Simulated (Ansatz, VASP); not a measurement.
# One calculation of P, two programs

```
P
1.0
     1.65303   -5.08043    0.00000
     1.65303    5.08043    0.00000
     0.00000    0.00000    4.13835
P
4
Direct
  0.39353 0.60647 0.57141
  0.60647 0.39353 0.42859
  0.89353 0.10647 0.92859
  0.10647 0.89353 0.07141
```

Alike in both runs: functional LDA; k mesh 14 × 14 × 10; occupations gaussian, width 0.05 eV; no spin polarisation.

Ansatz relaxed the structure, and its values are those at the end. VASP's run is a single point on that final structure, the one shown.

|  | VASP | Ansatz |
| --- | --- | --- |
| version | VASP 6.6.1 | Ansatz 0.2.0 |
| potentials or method | VASP PAW LDA potentials, release 64 (P), cutoff 520 eV | scalar-relativistic, plane waves, PAW |
| valence electrons in the cell | 20 | 20 |

VASP gave:

- pressure (GPa): -0.3
- rms of the force components (eV/Å): 0.029

Estimate Ansatz's values.

pressure (GPa): 0.0; rms of the force components (eV/Å): 0.005.

LDA's correlation is that of Perdew and Zunger in VASP and of Perdew and Wang (1992) in Ansatz.
